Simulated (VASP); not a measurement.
Runs of VASP 6.6.1 on MgS. The structure is that of space group P-6m2 (No. 187), or close to it. The cells are those of the table. 

```csv
task,cell,k mesh,cutoff (eV),smearing,gap on the mesh (eV),pressure (GPa),relaxed volume (Å³/atom)
relaxation of cell and atoms,"relaxed from a = 3.391, b = 3.391, c = 3.301 Å, angles 90.0, 90.0, 120.0°, 2 atoms",6 × 6 × 6,600,gaussian 0.1 eV,1.13,-0.1,18.64
single point,"a = 3.610, b = 3.610, c = 3.305 Å, angles 90.0, 90.0, 120.0°, 2 atoms",6 × 6 × 6,520,gaussian 0.1 eV,1.13,-0.2,-
single point,"a = 3.391, b = 3.391, c = 3.301 Å, angles 90.0, 90.0, 120.0°, 2 atoms",6 × 6 × 6,520,gaussian 0.1 eV,(b),10.1,-
relaxation of cell and atoms,"relaxed from a = 3.610, b = 3.610, c = 3.305 Å, angles 90.0, 90.0, 120.0°, 2 atoms",12 × 12 × 8,600,gaussian 0.02 eV,1.13,0.0,18.60
single point,"a = 3.610, b = 3.610, c = 3.305 Å, angles 90.0, 90.0, 120.0°, 2 atoms",12 × 12 × 8,520,gaussian 0.02 eV,(a),-0.2,-
```

Alike in all rows: level PBE; potentials or basis VASP PAW PBE potentials, release 64 (Mg, S); no spin polarisation.

**Question.** Estimate the missing entries.

**Answer.** (a) 1.14; (b) 0.57.

A k mesh can miss the band edges.
